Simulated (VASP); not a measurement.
# FeO (R-3m) in VASP: further runs

Runs on FeO. Level: PBE+U. Tasks: relaxation of shape and atoms at fixed volume.

Program: VASP 6.6.1. These are calculated values, not measurements. Logs are shortened: lines on timing, memory, paths and dates and some standing lists are left out, and cuts for length are marked.

**1. The cell of the first run**

The structure is trigonal, space group R-3m (No. 166). The conventional cell has a = 3.044 Å, b = 3.044 Å, c = 7.106 Å, α = 90.00°, β = 90.00°, γ = 120.00°. Within 2.8 Å of Fe (site symmetry -3m) lie 6 O at 2.12 Å. O (site symmetry -3m) has 6 Fe at 2.12 Å within 2.8 Å.

**2. Relaxation of shape and atoms at fixed volume, PBE+U, collinear spin, ferromagnetic start (9.50 Å³/atom)**

INCAR reads:

```
SYSTEM = FeO
PREC = Accurate ; ENCUT = 600
EDIFF = 1E-6 ; ISMEAR = 0
SIGMA = 0.02 ; LREAL = .False.
LASPH = .True. ; NELM = 150
ALGO = Normal ; ISIF = 4
LWAVE = .False. ; LCHARG = .False.
ISPIN = 2 ; MAGMOM = 3.9 0.17
LORBIT = 11 ; LMAXMIX = 4
LDAU = .True. ; LDAUTYPE = 2
LDAUL = 2 -1 ; LDAUU = 5.3 0
LDAUJ = 0 0 ; LDAUPRINT = 1
GGA = PE ; IBRION = 2
NSW = 50 ; EDIFFG = -0.01
```

KPOINTS reads:

```
regular mesh
0
Gamma
  12 12 12
  0 0 0
```

POSCAR reads:

```
FeO
1.0
    1.5217639650      0.8785908348      2.3687365634
   -1.5217639650      0.8785908348      2.3687365634
    0.0000000000     -1.7571816696      2.3687365634
Fe O
1 1
Direct
    0.0000000000      0.0000000000      0.0000000000
    0.5000000000      0.5000000000      0.5000000000
```

Potentials or basis: VASP PAW PBE potentials, release 64 (Fe, O).

The run is started by

```bash
$ cat potpaw_PBE.64/Fe/POTCAR potpaw_PBE.64/O/POTCAR > POTCAR
$ mpirun -np 1 vasp_std > vasp.out
```

OUTCAR:

```text
SYSTEM = FeO
   PREC = Accurate
   ENCUT = 600
   EDIFF = 1E-6
   ISMEAR = 0
   LREAL = .False.
   LASPH = .True.
   NELM = 150
   ISIF = 4
   ISPIN = 2
   LORBIT = 11
   GGA = PE
   IBRION = 2
   NSW = 50
   EDIFFG = -0.01

 ion  position               nearest neighbor table
   1  0.000  0.000  0.000-   2 2.12   2 2.12   2 2.12   2 2.12   2 2.12   2 2.12
   2  0.500  0.500  0.500-   1 2.12   1 2.12   1 2.12   1 2.12   1 2.12   1 2.12

  LATTYP: Found a trigonal (rhomboedric) cell.
 ALAT       =     2.9493389644
 COS(alpha) =     0.4675544391

  Lattice vectors:

 A1 = (   1.5217639650,   0.8785908348,   2.3687365634)
 A2 = (  -1.5217639650,   0.8785908348,   2.3687365634)
 A3 = (   0.0000000000,  -1.7571816696,   2.3687365634)

Analysis of symmetry for initial positions (statically):
=====================================================================
 Subroutine PRICEL returns:
 Original cell was already a primitive cell.

 Routine SETGRP: Setting up the symmetry group for a
 trigonal (rhombohedral) supercell.

 Subroutine GETGRP returns: Found 12 space group operations
 (whereof 12 operations were pure point group operations)
 out of a pool of 12 trial point group operations.

The static configuration has the point symmetry D_3d.

Analysis of symmetry for dynamics (positions and initial velocities):
=====================================================================
 Subroutine PRICEL returns:
 Original cell was already a primitive cell.

 Routine SETGRP: Setting up the symmetry group for a
 trigonal (rhombohedral) supercell.

 Subroutine GETGRP returns: Found 12 space group operations
 (whereof 12 operations were pure point group operations)
 out of a pool of 12 trial point group operations.

The dynamic configuration has the point symmetry D_3d.

Analysis of structural, dynamic, and magnetic symmetry:
=====================================================================
 Subroutine PRICEL returns:
 Original cell was already a primitive cell.

[... 166 lines left out ...]
  --------------------------------------------------------------------------------------
  -------------------------------------------------------------------------------------
  Total        1.3082758      1.3082758      1.6739482      0.0000000      0.0000000      0.0000000
  in kB      110.3082267    110.3082267    141.1401649      0.0000000      0.0000000      0.0000000
  external PRESSURE =     120.5855395 kB  Pullay stress =       0.0000000 kB
[... 53 lines left out ...]
  FREE ENERGIE OF THE ION-ELECTRON SYSTEM (eV)
  ---------------------------------------------------
  free  energy   TOTEN  =       -12.5106853155 eV

  energy  without entropy=      -12.5104515326  energy(sigma->0) =      -12.51056842

atom =   1  type =  1  l = 2

 onsite density matrix

spin component  1

  0.9947  0.0000 -0.0000 -0.0276 -0.0000
  0.0000  1.0134  0.0000  0.0000 -0.0276
 -0.0000  0.0000  0.9759 -0.0000 -0.0000
 -0.0276  0.0000 -0.0000  1.0134 -0.0000
 -0.0000 -0.0276 -0.0000 -0.0000  0.9947

spin component  2

  0.2767 -0.0000 -0.0000  0.1767  0.0000
 -0.0000  0.2866 -0.0000  0.0000  0.1767
 -0.0000 -0.0000  0.0546 -0.0000 -0.0000
  0.1767  0.0000 -0.0000  0.2866 -0.0000
  0.0000  0.1767 -0.0000 -0.0000  0.2767

 occupancies and eigenvectors

  o =  0.0546  v =  0.0000  0.0000  0.0000  0.0000  0.0000  0.0000  0.0000 -1.0000 -0.0000 -0.0000      0.0000  0.0000  0.0000  0.0000  0.0000  0.0000  0.0000  0.0000  0.0000  0.0000
  o =  0.1049  v =  0.0000  0.0000  0.0000  0.0000  0.0000  0.0000  0.6971  0.0000 -0.0000 -0.7170      0.0000  0.0000  0.0000  0.0000  0.0000  0.0000  0.0000  0.0000  0.0000  0.0000
  o =  0.1049  v =  0.0000  0.0000  0.0000  0.0000  0.0000  0.7170 -0.0000 -0.0000 -0.6971  0.0000      0.0000  0.0000  0.0000  0.0000  0.0000  0.0000  0.0000  0.0000  0.0000  0.0000
  o =  0.4584  v =  0.0000  0.0000  0.0000  0.0000  0.0000 -0.0000  0.7170 -0.0000 -0.0000  0.6971      0.0000  0.0000  0.0000  0.0000  0.0000  0.0000  0.0000  0.0000  0.0000  0.0000
  o =  0.4584  v =  0.0000  0.0000  0.0000  0.0000  0.0000 -0.6971 -0.0000  0.0000 -0.7170 -0.0000      0.0000  0.0000  0.0000  0.0000  0.0000  0.0000  0.0000  0.0000  0.0000  0.0000
  o =  0.9749  v =  0.0000  0.5823  0.0000 -0.0000  0.8129  0.0000  0.0000  0.0000  0.0000  0.0000      0.0000  0.0000  0.0000  0.0000  0.0000  0.0000  0.0000  0.0000  0.0000  0.0000
  o =  0.9749  v = -0.8129  0.0000 -0.0000 -0.5823 -0.0000  0.0000  0.0000  0.0000  0.0000  0.0000      0.0000  0.0000  0.0000  0.0000  0.0000  0.0000  0.0000  0.0000  0.0000  0.0000
  o =  0.9759  v =  0.0000 -0.0000  1.0000 -0.0000 -0.0000  0.0000  0.0000  0.0000  0.0000  0.0000      0.0000  0.0000  0.0000  0.0000  0.0000  0.0000  0.0000  0.0000  0.0000  0.0000
  o =  1.0331  v =  0.0000 -0.8129 -0.0000 -0.0000  0.5823  0.0000  0.0000  0.0000  0.0000  0.0000      0.0000  0.0000  0.0000  0.0000  0.0000  0.0000  0.0000  0.0000  0.0000  0.0000
  o =  1.0331  v = -0.5823 -0.0000  0.0000  0.8129  0.0000  0.0000  0.0000  0.0000  0.0000  0.0000      0.0000  0.0000  0.0000  0.0000  0.0000  0.0000  0.0000  0.0000  0.0000  0.0000

--------------------------------------- Ionic step        3  -------------------------------------------

 number of electron      14.0000000 magnetization       3.9999998

 Free energy of the ion-electron system (eV)
  ---------------------------------------------------
  ext. energy  EPLUGINS =         0.00000000
  ---------------------------------------------------
  free energy    TOTEN  =       -12.51296807 eV

  energy without entropy =      -12.51270252  energy(sigma->0) =      -12.51283530

 E-fermi :   6.9605     XC(G=0): -12.4148

 val. band max:        6.9589541799   @ k =  -0.0833   0.2500   0.0833
 cond. band min:       6.9614419405   @ k =   0.3333   0.1667   0.0833
 fundamental gap:      0.0024877606
 Fermi energy:         6.9604681288

 spin component 1

 k-point     1 :       0.0000    0.0000    0.0000
  band No.  band energies     occupation
      1     -14.1191      1.00000
      2      -0.0822      1.00000
      3       0.1154      1.00000
      4       0.1154      1.00000
      5       0.4471      1.00000
      6       0.4471      1.00000
      7       3.0729      1.00000
      8       3.0729      1.00000
      9       3.1608      1.00000
     10       7.2773      0.00000
     11      22.2457      0.00000
     12      22.2457      0.00000
[... 786 lines left out ...]
  FREE ENERGIE OF THE ION-ELECTRON SYSTEM (eV)
  ---------------------------------------------------
  free  energy   TOTEN  =       -12.5129680700 eV

  energy  without entropy=      -12.5127025249  energy(sigma->0) =      -12.51283530

 reached required accuracy - stopping structural energy minimisation

 total charge

# of ion       s       p       d       tot
------------------------------------------
    1        0.309   0.405   6.147   6.861
    2        1.549   3.499   0.000   5.047
--------------------------------------------------
tot          1.857   3.904   6.147  11.908

 magnetization (x)

# of ion       s       p       d       tot
------------------------------------------
    1        0.026   0.022   3.804   3.852
    2        0.020   0.163   0.000   0.183
--------------------------------------------------
tot          0.046   0.184   3.804   4.034
```

Run time: 76 s. Hardware: 1 thread of Intel Xeon 6975P-C (Granite Rapids), shared host; peak memory 0.22 GiB.

Results:

```
Free energy                                           : -12.5130 eV
Energy gained by relaxing                             : 2.1 meV/atom
Ionic steps                                           : 3
Pressure after relaxing                               : 12.3 GPa
Band gap on the k mesh                                : zero (filled and empty bands overlap)
Net moment                                            : 4.00 μB per cell
Site moments                                          : Fe +3.85; O +0.18 μB
Valence electrons inside the program's atomic spheres : Fe 6.86; O 5.05
```

Stress tensor (GPa, compression positive):
```
12.30  0.00  0.00
 0.00 12.30  0.00
 0.00  0.00 12.20
```

Step by step:
```csv
step,energy change (eV),largest force (eV/Å),pressure (GPa),volume (Å³)
1,0.0000,0.0000,12.06,19.00
2,-0.0019,0.0000,12.13,19.00
3,-0.0042,0.0000,12.27,19.00
```

Final structure:
```cif
data_structure
_symmetry_space_group_name_H-M 'P 1'
_symmetry_Int_Tables_number 1
_cell_length_a 2.9826
_cell_length_b 2.9826
_cell_length_c 2.9826
_cell_angle_alpha 60.568
_cell_angle_beta 60.568
_cell_angle_gamma 60.568
_cell_volume 19.00
loop_
_atom_site_label
_atom_site_type_symbol
_atom_site_fract_x
_atom_site_fract_y
_atom_site_fract_z
_atom_site_occupancy
Fe1 Fe 0.00000 0.00000 0.00000 1
O1 O 0.50000 0.50000 0.50000 1
```

Eigenvalues of the final occupation matrices:
| site | spin | trace | eigenvalues |
| --- | --- | --- | --- |
| site 1 d | 1 | 4.99 | 0.97 0.97 0.98 1.03 1.03 |
| site 1 d | 2 | 1.18 | 0.05 0.10 0.10 0.46 0.46 |

Caveat: a cell with one magnetic atom can't hold antiferromagnetic order, which such compounds often take. The state reached can hang on the start; a lower one may exist.

**3. Relaxation of shape and atoms at fixed volume, PBE+U, collinear spin, ferromagnetic start (10.47 Å³/atom)**

This run uses another cell than the first one, of 10.47 Å³/atom.

INCAR reads:

```
PREC = Accurate ; ENCUT = 600
EDIFF = 1E-7 ; ISMEAR = 0
SIGMA = 0.02 ; LREAL = F
LASPH = T ; NELM = 150
ALGO = Normal ; ISIF = 4
LWAVE = F ; LCHARG = F
ISPIN = 2 ; MAGMOM = 3.9 0.17
LORBIT = 11 ; LMAXMIX = 4
LDAU = T ; LDAUTYPE = 2
LDAUL = 2 -1 ; LDAUU = 5.3 0
LDAUJ = 0 0 ; LDAUPRINT = 1
GGA = PE ; IBRION = 2
NSW = 50 ; EDIFFG = -0.01
```

KPOINTS reads:

```
Automatic mesh
0
Gamma
  12 12 12
```

POSCAR reads:

```
FeO
1.0
    1.5684169364      0.9055259405      2.4579744886
   -1.5684169364      0.9055259405      2.4579744886
    0.0000000000     -1.8110518808      2.4579744886
Fe O
1 1
Direct
    0.0000000000      0.0000000000      0.0000000000
    0.5000000000      0.5000000000      0.5000000000
```

Potentials or basis: VASP PAW PBE potentials, release 64 (Fe, O).

The run is started by

```bash
$ cat potpaw_PBE.64/Fe/POTCAR potpaw_PBE.64/O/POTCAR > POTCAR
$ mpirun -np 1 vasp_std > vasp.out
```

It took 5.4 min on 1 thread of Intel Xeon 8259CL, shared host; peak memory 0.24 GiB.

Results (log left out):

```
Free energy                                           : -12.5499 eV
Energy gained by relaxing                             : 1.9 meV/atom
Ionic steps                                           : 3
Pressure after relaxing                               : -5.5 GPa
Band gap on the k mesh                                : zero (filled and empty bands overlap)
Net moment                                            : 4.00 μB per cell
Site moments                                          : Fe +3.85; O +0.17 μB
Valence electrons inside the program's atomic spheres : Fe 6.69; O 4.99
```

Stress tensor (GPa, compression positive):
```
-5.42  0.00  0.00
 0.00 -5.42  0.00
 0.00  0.00 -5.54
```

Step by step:
```tsv
step	energy change (eV)	largest force (eV/Å)	pressure (GPa)	volume (Å³)
1	0.0000	0.0000	-5.55	20.95
2	-0.0021	0.0000	-5.50	20.95
3	-0.0037	0.0000	-5.46	20.95
```

Final structure:
```yaml
crystal:
  lattice:
    - [1.55315, 0.89671, 2.50654]
    - [-1.55315, 0.89671, 2.50654]
    - [0.00000, -1.79342, 2.50654]
  atoms:
    - { symbol: Fe, position: [0.00000, 0.00000, 0.00000] }
    - { symbol: O, position: [0.50000, 0.50000, 0.50000] }
```

Levels at points of the mesh, in eV from the Fermi level:
Spin up:
```tsv
k point	band 7	band 8	band 9	band 10	band 11	band 12
(0.00, 0.00, 0.00)	-3.47	-3.47	-3.39	-0.17	14.80	14.80
(0.50, 0.00, 0.00)	-4.54	-1.70	-1.67	3.95	7.93	12.11
(0.50, 0.50, 0.00)	-5.45	-4.63	-4.55	4.76	8.53	9.03
(0.50, 0.50, 0.50)	-4.86	-1.68	-1.68	3.81	8.12	11.97
```
Spin down:
| k point | band 1 | band 2 | band 3 | band 4 | band 5 | band 6 | band 7 | band 8 | band 9 | band 10 |
| --- | --- | --- | --- | --- | --- | --- | --- | --- | --- | --- |
| (0.00, 0.00, 0.00) | -19.88 | -3.15 | -3.15 | -3.07 | -0.90 | -0.90 | 0.58 | 1.64 | 2.14 | 2.14 |
| (0.50, 0.00, 0.00) | -18.80 | -7.67 | -4.63 | -4.35 | 0.35 | 0.36 | 2.72 | 4.15 | 4.17 | 4.39 |
| (0.50, 0.50, 0.00) | -18.69 | -6.62 | -4.30 | -4.21 | -1.67 | 0.42 | 2.41 | 2.73 | 2.95 | 6.31 |
| (0.50, 0.50, 0.50) | -18.77 | -7.45 | -4.46 | -4.46 | 0.13 | 0.13 | 2.68 | 4.22 | 4.22 | 4.30 |

Eigenvalues of the final occupation matrices:
| site | spin | trace | eigenvalues |
| --- | --- | --- | --- |
| site 1 d | 1 | 4.95 | 0.97 0.97 0.97 1.02 1.02 |
| site 1 d | 2 | 1.14 | 0.04 0.09 0.09 0.46 0.46 |

Caveat: a cell with one magnetic atom can't hold antiferromagnetic order, which such compounds often take.

**4. Relaxation of shape and atoms at fixed volume, PBE+U, collinear spin, ferromagnetic start (11.12 Å³/atom)**

This run uses another cell than the first one, of 11.12 Å³/atom.

INCAR reads:

```
PREC = Accurate
ENCUT = 600
EDIFF = 1E-6
ISMEAR = 0
SIGMA = 0.02
LREAL = F
LASPH = T
NELM = 150
ALGO = Normal
ISIF = 4
LWAVE = F
LCHARG = F
ISPIN = 2
MAGMOM = 3.9 0.17
LORBIT = 11
LMAXMIX = 4
LDAU = T
LDAUTYPE = 2
LDAUL = 2 -1
LDAUU = 5.3 0
LDAUJ = 0 0
LDAUPRINT = 1
GGA = PE
IBRION = 2
NSW = 50
EDIFFG = -0.01
```

KPOINTS reads:

```
regular mesh
0
Gamma
  12 12 12
```

POSCAR reads:

```
FeO
1.0
    1.6001106660      0.9238243238      2.5076439209
   -1.6001106660      0.9238243238      2.5076439209
    0.0000000000     -1.8476486475      2.5076439210
Fe O
1 1
Direct
    0.0000000000      0.0000000000      0.0000000000
    0.5000000000      0.5000000000      0.5000000000
```

The run is started by

```bash
$ cat potpaw_PBE.64/Fe/POTCAR potpaw_PBE.64/O/POTCAR > POTCAR
$ mpirun -np 1 vasp_std > vasp.out
```

Run time: 9.7 min. Hardware: 1 thread of Intel Xeon 8259CL, shared host; peak memory 0.26 GiB.

The run converged. Its results:

```
Free energy                                           : -12.4762 eV
Energy gained by relaxing                             : 2.1 meV/atom
Ionic steps                                           : 3
Pressure after relaxing                               : -13.1 GPa
Band gap on the k mesh                                : zero (filled and empty bands overlap)
Net moment                                            : 4.00 μB per cell
Site moments                                          : Fe +3.85; O +0.15 μB
Valence electrons inside the program's atomic spheres : Fe 6.61; O 4.96
```

Stress tensor (GPa, compression positive):
```
-13.01   0.00   0.00
  0.00 -13.01   0.00
  0.00   0.00 -13.15
```

Step by step:
```csv
step,energy change (eV),largest force (eV/Å),pressure (GPa),volume (Å³)
1,0.0000,0.0000,-13.14,22.24
2,-0.0025,0.0000,-13.09,22.24
3,-0.0042,0.0000,-13.06,22.24
```

Final structure:
```
CELL_PARAMETERS angstrom
1.58422 0.91465 2.55819
-1.58422 0.91465 2.55819
0.00000 -1.82931 2.55819
ATOMIC_POSITIONS crystal
Fe 0.00000 0.00000 0.00000
O 0.50000 0.50000 0.50000
```

Levels at points of the mesh, in eV from the Fermi level:
Spin up:
```
           k point  band 6  band 7  band 8  band 9  band 10  band 11  band 12  band 13
(0.00, 0.00, 0.00)   -6.24   -3.21   -3.21   -3.14    -0.42    14.52    14.52    14.60
(0.50, 0.00, 0.00)   -5.75   -4.52   -1.70   -1.68     3.84     7.45    11.73    11.77
(0.50, 0.50, 0.00)   -5.81   -5.47   -4.31   -4.24     4.39     8.20     8.91    13.49
(0.50, 0.50, 0.50)   -5.68   -4.83   -1.70   -1.70     3.72     7.62    11.60    11.60
```
Spin down:
| k point | band 3 | band 4 | band 5 | band 6 | band 7 | band 8 |
| --- | --- | --- | --- | --- | --- | --- |
| (0.00, 0.00, 0.00) | -2.92 | -2.85 | -0.82 | -0.82 | 0.33 | 1.78 |
| (0.50, 0.00, 0.00) | -4.28 | -4.01 | 0.31 | 0.33 | 2.76 | 4.03 |
| (0.50, 0.50, 0.00) | -4.00 | -3.92 | -1.48 | 0.35 | 2.41 | 2.77 |
| (0.50, 0.50, 0.50) | -4.10 | -4.10 | 0.10 | 0.10 | 2.71 | 4.09 |

Eigenvalues of the final occupation matrices:
```tsv
site	spin	trace	eigenvalues
site 1 d	1	4.93	0.97 0.97 0.97 1.01 1.01
site 1 d	2	1.12	0.04 0.08 0.08 0.46 0.46
```

Caveat: a cell with one magnetic atom can't hold antiferromagnetic order, which such compounds often take. The state reached can hang on the start; a lower one may exist.

**5. The runs side by side**

| cell | gap on the mesh (eV) | pressure (GPa) | moment (μB) |
| --- | --- | --- | --- |
| relaxed from a = 2.949 Å, angles 62.1°, 2 atoms | none | 12.3 | 4.00 |
| relaxed from a = 3.053 Å, angles 61.8°, 2 atoms | none | -5.5 | 4.00 |
| relaxed from a = 3.115 Å, angles 61.8°, 2 atoms | none | -13.1 | 4.00 |

Alike in all rows: task relaxation of shape and atoms at fixed volume; level PBE+U; potentials or basis VASP PAW PBE potentials, release 64 (Fe, O); spin collinear, ferromagnetic start; Fe d U = 5.3 eV; k mesh 12 × 12 × 12; cutoff (eV) 600; smearing gaussian 0.02 eV.

Caveats: a cell with one magnetic atom can't hold antiferromagnetic order, which such compounds often take.

Total energies depend on the potentials used, so only differences within one code and one set of settings carry meaning.
